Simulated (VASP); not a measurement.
# Au (I4/mmm) in VASP: notebook

Au is run at these levels: PBE; tasks: single point.

Program: VASP 6.6.1. These are calculated values, not measurements. Logs are shortened: lines on timing, memory, paths and dates and some standing lists are left out, and cuts for length are marked.

### Step 1. The cell of the first run

It takes space group I4/mmm (No. 139, tetragonal). The conventional cell has a = 2.896 Å, b = 2.896 Å, c = 4.283 Å, α = 90.00°, β = 90.00°, γ = 90.00°. Within 3.8 Å of Au (site symmetry 4/mmm) lie 12 Au at 2.90 to 2.96 Å.

### Step 2. Single point, PBE (strain -0.015 along x and y, +0.030 along z)

Contents of INCAR:

```
  PREC = Accurate
  ENCUT = 520
  EDIFF = 1E-6
  ISMEAR = 0
  SIGMA = 0.15
  LREAL = False
  LASPH = True
  NELM = 60
  ALGO = Fast
  ISIF = 2
  LWAVE = False
  LCHARG = False
  GGA = PE
  NBANDS = 12
```

Contents of KPOINTS:

```
regular mesh
0
Gamma
  24 24 24
```

Contents of POSCAR:

```
Au
1.0
    0.0000000000      2.0478532578      2.1414100056
    2.0478532578      0.0000000000      2.1414100056
    2.0478532578      2.0478532578      0.0000000000
Au
1
Direct
    0.0000000000      0.0000000000      0.0000000000
```

Potentials or basis: VASP PAW PBE potentials, release 64 (Au).

Run with:

```
> cat potpaw_PBE.64/Au/POTCAR > POTCAR
> mpirun -np 1 vasp_std > vasp.out
```

OUTCAR:

```text
PREC = Accurate
   ENCUT = 520
   EDIFF = 1E-6
   ISMEAR = 0
   LREAL = False
   LASPH = True
   NELM = 60
   ISIF = 2
   GGA = PE

 ion  position               nearest neighbor table
   1  0.000  0.000  0.000-

  LATTYP: Found a body centered tetragonal cell.
 ALAT       =     2.8961018509
 C/A-ratio  =     1.4788223038

  Lattice vectors:

 A1 = (  -2.0478532578,   0.0000000000,   2.1414100056)
 A2 = (   2.0478532578,   0.0000000000,   2.1414100056)
 A3 = (   0.0000000000,   2.0478532578,  -2.1414100056)

Analysis of symmetry for initial positions (statically):
=====================================================================
 Subroutine PRICEL returns:
 Original cell was already a primitive cell.

 Routine SETGRP: Setting up the symmetry group for a
 body centered tetragonal supercell.

 Subroutine GETGRP returns: Found 16 space group operations
 (whereof 16 operations were pure point group operations)
 out of a pool of 16 trial point group operations.

The static configuration has the point symmetry D_4h.

Analysis of symmetry for dynamics (positions and initial velocities):
=====================================================================
 Subroutine PRICEL returns:
 Original cell was already a primitive cell.

 Routine SETGRP: Setting up the symmetry group for a
 body centered tetragonal supercell.

 Subroutine GETGRP returns: Found 16 space group operations
 (whereof 16 operations were pure point group operations)
 out of a pool of 16 trial point group operations.

The dynamic configuration has the point symmetry D_4h.

 Subroutine INISYM returns: Found 16 space group operations
 (whereof 16 operations are pure point group operations),
 and found     1 'primitive' translations

----------------------------------------------------------------------------------------

                                     Primitive cell

  volume of cell :      17.9609

  direct lattice vectors                    reciprocal lattice vectors
     0.000000000  2.047853258  2.141410006    -0.244158119  0.244158119  0.233491017
     2.047853258  0.000000000  2.141410006     0.244158119 -0.244158119  0.233491017
     2.047853258  2.047853258  0.000000000     0.244158119  0.244158119 -0.233491017

  length of vectors
     2.962995069  2.962995069  2.896101851     0.416826618  0.416826618  0.416826618

  position of ions in fractional coordinates (direct lattice)
     0.000000000  0.000000000  0.000000000
[... 76 lines left out ...]
   EDIFF  = 0.1E-05   stopping-criterion for ELM
   LREAL  =      F    real-space projection
[... 7 lines left out ...]
   TEBEG  =    0.0;   TEEND  =   0.0 temperature during run
   PSTRESS=    0.0 pullay stress
   NELECT =      11.0000    total number of electrons
   NUPDOWN=      -1.0000    fix difference up-down
   EMIN   =  10.00;   EMAX   =-10.00  energy-range for DOS
   EFERMI =   0.00;   METHOD = LEGACY
   ISMEAR =     0;   SIGMA  =   0.15  broadening in eV -4-tet -1-fermi 0-gaus
   EFERMI_NEDOS =   21; number of points for ismear=-14 and -15
   IALGO  =     68    algorithm
   IMIX   =      4    mixing-type and parameters
     AMIX     =   0.40;   BMIX     =  1.00
     AMIX_MAG =   1.60;   BMIX_MAG =  1.00
  volume/ion in A,a.u.               =      17.96       121.21
  Fermi-wavevector in a.u.,A,eV,Ry     =   1.390262  2.627214 26.297716  1.932828
  Thomas-Fermi vector in A             =   2.514214
   LORBIT       =      0    0 simple, 1 ext, 2 COOP (PROOUT), +10 PAW based schemes
   GGA     = PE    functional components
   LHFCALC =     F    Hartree Fock is set to
   AEXX    =    0.0000 exact exchange contribution
   IVDW    =     0    specifies the selected vdW correction
   LEPSILON=     F    determine dielectric tensor
   LRPA    =     F    only Hartree local field effects (RPA)
 non-spin polarized calculation
 RMM-DIIS sequential band-by-band and
 Gauss-broadening in eV      SIGMA  =   0.15
  energy-cutoff  :      520.00
  volume of cell :       17.96
 maximum number of plane-waves:       507
 NGX is ok and might be reduce to    24
   NGX = 11   NGY = 11   NGZ = 11

 number of electron      11.0000002 magnetization

 Free energy of the ion-electron system (eV)
  ---------------------------------------------------
  ext. energy  EPLUGINS =         0.00000000
  ---------------------------------------------------
  free energy    TOTEN  =        -3.22061141 eV

  energy without entropy =       -3.21756831  energy(sigma->0) =       -3.21908986

 E-fermi :   8.6385     XC(G=0): -12.4039

 val. band max:        8.6374113216   @ k =   0.5000   0.0833   0.2500
 cond. band min:       8.6422308924   @ k =  -0.4583   0.0833   0.0417
 fundamental gap:      0.0048195708
 Fermi energy:         8.6385080983

 k-point     1 :       0.0000    0.0000    0.0000
  band No.  band energies     occupation
      1      -0.6896      2.00000
      2       3.9555      2.00000
      3       4.3333      2.00000
      4       4.3333      2.00000
      5       5.3690      2.00000
      6       5.7764      2.00000
      7      23.2331      0.00000
      8      26.4745      0.00000
      9      27.1177      0.00000
     10      27.1177      0.00000
     11      31.6724      0.00000
     12      35.4917      0.00000
[... 331 lines left out ...]
 k-point    24 :       0.4583    0.0417    0.0000
  band No.  band energies     occupation
      1       1.8152      2.00000
      2       3.9907      2.00000
      3       4.4031      2.00000
      4       6.3062      2.00000
      5       6.5746      2.00000
      6       7.5136      2.00000
      7      12.3823      0.00000
      8      22.6310      0.00000
      9      25.1477      0.00000
     10      25.7298      0.00000
     11      32.1257      0.00000
     12      33.0153      0.00000

 [... further k-points ...]

------------------------ aborting loop because EDIFF is reached ----------------------------------------

  FORCE on cell =-STRESS in cart. coord.  units (eV):
  Direction    XX          YY          ZZ          XY          YZ          ZX
  --------------------------------------------------------------------------------------
  -------------------------------------------------------------------------------------
  Total        0.0524787      0.0524787     -0.1129166      0.0000000      0.0000000      0.0000000
  in kB        4.6812998      4.6812998    -10.0725808      0.0000000      0.0000000      0.0000000
  external PRESSURE =      -0.2366604 kB  Pullay stress =       0.0000000 kB

 VOLUME and BASIS-vectors are now :
 -----------------------------------------------------------------------------
  energy-cutoff  :      520.00
  volume of cell :       17.96
      direct lattice vectors                 reciprocal lattice vectors
     0.000000000  2.047853258  2.141410006    -0.244158119  0.244158119  0.233491017
     2.047853258  0.000000000  2.141410006     0.244158119 -0.244158119  0.233491017
     2.047853258  2.047853258  0.000000000     0.244158119  0.244158119 -0.233491017

 POSITION                                       TOTAL-FORCE (eV/Angst)
 -----------------------------------------------------------------------------------
      0.00000      0.00000      0.00000         0.000000      0.000000      0.000000
 -----------------------------------------------------------------------------------
    total drift:                               -0.000000      0.000000     -0.000000

  FREE ENERGIE OF THE ION-ELECTRON SYSTEM (eV)
  ---------------------------------------------------
  free  energy   TOTEN  =        -3.2206114095 eV

  energy  without entropy=       -3.2175683080  energy(sigma->0) =       -3.21908986
```

stdout:

```text
POSCAR found type information on POSCAR Au
 POSCAR found :  1 types and       1 ions
 scaLAPACK will be used
 LDA part: xc-table for (Slater+PW92), standard interpolation
 POSCAR, INCAR and KPOINTS ok, starting setup
 FFT: planning ... GRIDC
 FFT: planning ... GRID_SOFT
 FFT: planning ... GRID
 WAVECAR not read
 entering main loop
```

It took 1.7 min on 1 thread of Intel Xeon 8259CL, shared host; peak memory 0.33 GiB.

What came out:

```
Free energy            : -3.2206 eV
Pressure               : 0.0 GPa
Band gap on the k mesh : zero (an odd number of electrons rules out a gap without spin polarisation)
```

Caveat: the cell differs from its parent crystal (strain -0.015 along x and y, +0.030 along z); spin-orbit coupling is left out, which moves the levels of the heavy elements.

### Step 3. Single point, PBE (strain +0.000 along x and y, +0.015 along z)

Contents of INCAR:

```
  PREC = Accurate
  ENCUT = 520
  EDIFF = 1E-6
  ISMEAR = 0
  SIGMA = 0.15
  LREAL = False
  LASPH = True
  NELM = 100
  ALGO = Fast
  ISIF = 2
  LWAVE = False
  LCHARG = True
  GGA = PE
  LELF = True
  LVHAR = True
  NBANDS = 12
```

KPOINTS is that of step 2.

Contents of POSCAR:

```
Au
1.0
    0.0000000000      2.0790388404      2.1102244230
    2.0790388404      0.0000000000      2.1102244230
    2.0790388404      2.0790388404      0.0000000000
Au
1
Direct
    0.0000000000      0.0000000000      0.0000000000
```

Potentials or basis: VASP PAW PBE potentials, release 64 (Au).

Run with:

```
> cat potpaw_PBE.64/Au/POTCAR > POTCAR
> mpirun -np 1 vasp_std > vasp.out
```

OUTCAR:

```text
PREC = Accurate
   ENCUT = 520
   EDIFF = 1E-6
   ISMEAR = 0
   LREAL = False
   LASPH = True
   NELM = 100
   ISIF = 2
   GGA = PE

 ion  position               nearest neighbor table
   1  0.000  0.000  0.000-

  LATTYP: Found a body centered tetragonal cell.
 ALAT       =     2.9402049248
 C/A-ratio  =     1.4354267658

  Lattice vectors:

 A1 = (  -2.0790388404,   0.0000000000,   2.1102244230)
 A2 = (   2.0790388404,   0.0000000000,   2.1102244230)
[... 541 lines left out ...]
     12      32.2953      0.00000

 [... further k-points ...]

------------------------ aborting loop because EDIFF is reached ----------------------------------------

  FORCE on cell =-STRESS in cart. coord.  units (eV):
  Direction    XX          YY          ZZ          XY          YZ          ZX
  --------------------------------------------------------------------------------------
  -------------------------------------------------------------------------------------
  Total       -0.2263185     -0.2263185     -0.2765422      0.0000000      0.0000000     -0.0000000
  in kB      -19.8768110    -19.8768110    -24.2877954      0.0000000      0.0000000     -0.0000000
  external PRESSURE =     -21.3471391 kB  Pullay stress =       0.0000000 kB

 VOLUME and BASIS-vectors are now :
 -----------------------------------------------------------------------------
  energy-cutoff  :      520.00
  volume of cell :       18.24
      direct lattice vectors                 reciprocal lattice vectors
     0.000000000  2.079038840  2.110224423    -0.240495747  0.240495747  0.236941623
     2.079038840  0.000000000  2.110224423     0.240495747 -0.240495747  0.236941623
     2.079038840  2.079038840  0.000000000     0.240495747  0.240495747 -0.236941623

 POSITION                                       TOTAL-FORCE (eV/Angst)
 -----------------------------------------------------------------------------------
      0.00000      0.00000      0.00000         0.000000      0.000000      0.000000
 -----------------------------------------------------------------------------------
    total drift:                               -0.000000      0.000000     -0.000000

  FREE ENERGIE OF THE ION-ELECTRON SYSTEM (eV)
  ---------------------------------------------------
  free  energy   TOTEN  =        -3.2208071317 eV

  energy  without entropy=       -3.2180119302  energy(sigma->0) =       -3.21940953
```

stdout:

```text
POSCAR found type information on POSCAR Au
 POSCAR found :  1 types and       1 ions
 scaLAPACK will be used
 LDA part: xc-table for (Slater+PW92), standard interpolation
 POSCAR, INCAR and KPOINTS ok, starting setup
 FFT: planning ... GRIDC
 FFT: planning ... GRID_SOFT
 FFT: planning ... GRID
 WAVECAR not read
 entering main loop
```

Run time: 1.8 min. Hardware: 1 thread of Intel Xeon 8259CL, shared host; peak memory 0.34 GiB.

Results:

* Free energy: -3.2208 eV
* Pressure: -2.1 GPa
* Band gap on the k mesh: zero (an odd number of electrons rules out a gap without spin polarisation)

Levels at points of the mesh, in eV from the Fermi level:
```
           k point  band 4  band 5  band 6  band 7  band 8  band 9
(0.00, 0.00, 0.00)   -4.30   -3.07   -2.94   14.59   18.06   18.27
(0.50, 0.00, 0.00)   -1.97   -1.91   -0.65    2.72   14.01   16.46
(0.50, 0.50, 0.00)   -1.66   -1.66    1.05    5.02    9.98    9.98
(0.50, 0.00, 0.50)   -1.70   -1.60    1.29    5.35    9.72    9.73
```

Caveat: the cell differs from its parent crystal (strain +0.000 along x and y, +0.015 along z); spin-orbit coupling is left out, which moves the levels of the heavy elements.

### Step 4. Single point, PBE (strain +0.015 along x and y, -0.015 along z)

Contents of INCAR:

```
PREC     = Accurate       # precision mode
ENCUT    = 520            # plane-wave cutoff, eV
EDIFF    = 1E-6           # SCF threshold, eV
ISMEAR   = 0              # smearing method
SIGMA    = 0.15           # smearing width, eV
LREAL    = False          # projectors in reciprocal space
LASPH    = True           # aspherical terms in the spheres
NELM     = 60             # most SCF steps
ALGO     = Fast           # electronic algorithm
ISIF     = 2              # what is computed and relaxed
LWAVE    = False          # write WAVECAR
LCHARG   = False          # write CHGCAR
GGA      = PE             # functional
NBANDS   = 12             # bands
```

Contents of KPOINTS:

```
Automatic mesh
0
Gamma
  24 24 24
```

Contents of POSCAR:

```
Au
1.0
    0.0000000000      2.1102244230      2.0478532578
    2.1102244230      0.0000000000      2.0478532578
    2.1102244230      2.1102244230      0.0000000000
Au
1
Direct
    0.0000000000      0.0000000000      0.0000000000
```

Run with:

```
> cat potpaw_PBE.64/Au/POTCAR > POTCAR
> mpirun -np 1 vasp_std > vasp.out
```

Wall time 1.7 min (1 thread of Intel Xeon 8259CL, shared host); peak memory 0.34 GiB.

The run converged. Its results:

```yaml
Free_energy: -3.2202 eV
Pressure: -2.1 GPa
Band_gap_on_the_k_mesh: zero (an odd number of electrons rules out a gap without spin polarisation)
```

Stress tensor (GPa, compression positive):
```
-2.34  0.00  0.00
 0.00 -2.34  0.00
 0.00  0.00 -1.58
```

Levels at points of the mesh, in eV from the Fermi level:
```csv
k point,band 3,band 4,band 5,band 6,band 7,band 8,band 9,band 10
"(0.00, 0.00, 0.00)",-4.42,-4.19,-3.13,-2.88,14.60,18.06,18.06,18.49
"(0.50, 0.00, 0.00)",-4.26,-2.00,-1.88,-0.65,2.72,13.98,16.29,17.00
"(0.50, 0.50, 0.00)",-1.98,-1.64,-1.64,1.54,5.68,9.47,9.47,16.18
"(0.50, 0.00, 0.50)",-1.98,-1.75,-1.57,1.05,5.03,9.97,10.01,16.65
```

Caveat: the cell differs from its parent crystal (strain +0.015 along x and y, -0.015 along z); spin-orbit coupling is left out, which moves the levels of the heavy elements.

(Part 1 of 2 ends here.)
